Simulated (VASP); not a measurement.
**Sn: single point with PBEsol**

Crystal: Sn.

```
Sn
1.0
     0.00000    3.23334    3.23334
     3.23334    0.00000    3.23334
     3.23334    3.23334    0.00000
Sn
2
Direct
  0.75000 0.75000 0.75000
  0.50000 0.50000 0.50000
```

```json
{"Program": "VASP 6.6.1", "Task": "single point", "Functional": "PBEsol", "Potentials or basis": "VASP PAW PBE potentials, release 64 (Sn_d)", "Cutoff": "520 eV", "k mesh": "5 × 5 × 5", "Occupations": "fermi-dirac, width 0.05 eV", "Spin": "non-collinear spin, zero start, spin-orbit coupling", "Starting moments": "[[0.0, 0.0, 0.0], [0.0, 0.0, 0.0]] μB", "Dipole correction": "no", "Further INCAR settings": "ALGO = Normal; EDIFF = 1e-07; NBANDS = 40"}
```

```
Pressure                                              : 1.6 GPa
Net moment                                            : 0.00 μB per cell
Valence electrons inside the program's atomic spheres : Sn 12.36
```

Moments on the atoms (μB; x, y, z):
```
Sn  0.00 0.00 0.00
Sn  0.00 0.00 0.00
```

Wall time 44 s on 1 thread of Intel(R) Xeon(R) Platinum 8488C (Sapphire Rapids), on a shared host, peak memory 0.38 GiB.

Caveat: the PAW data sets were made with another functional, which shifts forces and pressure a little.
